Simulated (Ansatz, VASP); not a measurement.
# One calculation of La, two programs

File INCAR:

```
SYSTEM = La
ALGO = Normal
EDIFF = 1E-6
ENCUT = 500
GGA = PE
GGA_COMPAT = .FALSE.
ISIF = 2
ISMEAR = -1
LASPH = .TRUE.
LCHARG = .TRUE.
LELF = .TRUE.
LMAXMIX = 6
LREAL = .FALSE.
LVHAR = .TRUE.
LWAVE = .FALSE.
NBANDS = 24
NELM = 200
PREC = Accurate
SIGMA = 0.08
```

KPOINTS

```
k-points
0
G
  7 7 9
  0 0 0
```

POSCAR

```
La
1.0
    5.0166249422      0.0000000000      0.0000000000
   -2.5083124711      4.3445246413      0.0000000000
    0.0000000000      0.0000000000      2.9691552221
La
3
Direct
    0.0000000000      0.0000000000      0.0000000000
    0.3333333333      0.6666666667      0.5000000000
    0.6666666667      0.3333333333      0.5000000000
```

Input for Ansatz:

```yaml
crystal:
  lattice:
    - [5.0166249422, 0.0, 0.0]
    - [-2.5083124711, 4.3445246413, 0.0]
    - [0.0, 0.0, 2.9691552221]
  atoms:
    - { symbol: La, position: [0.0, 0.0, 0.0] }
    - { symbol: La, position: [0.3333333333, 0.6666666667, 0.5] }
    - { symbol: La, position: [0.6666666667, 0.3333333333, 0.5] }
kpoints:
  mp_grid: { grid: [7, 7, 9] }
scf:
  occupations: { method: fermi_dirac, width: 0.08 }
hamiltonian:
  xc: pbe
  pseudopotentials: { kind: all_electron, lapw: { basis_error: 0.001 } }
output:
  forces: true
  stress: true
  eigenvalues: true
  populations: true
```

Change from the starting cell: volume scaled by 0.58, LAPW.

Alike in both runs: task single point; functional PBE; k mesh 7 × 7 × 9; occupations fermi-dirac, width 0.08 eV; no spin polarisation.

|  | VASP | Ansatz |
| --- | --- | --- |
| version | VASP 6.6.1 | Ansatz 0.2.0 |
| potentials or method | VASP PAW PBE potentials, release 64 (La), cutoff 500 eV | all-electron LAPW, scalar-relativistic |

|  | VASP | Ansatz | Ansatz less VASP |
| --- | --- | --- | --- |
| pressure (GPa) | 32.6 | 32.7 | +0.07 |
| traceless stress, the component that is largest in VASP (GPa) | -0.01 | 0.10 | +0.106 |

Both programs put the cell under a high pressure, so it lies far from rest at this level. Ansatz ran all-electron here, and VASP with PAW potentials.

Spin-orbit coupling is off throughout.
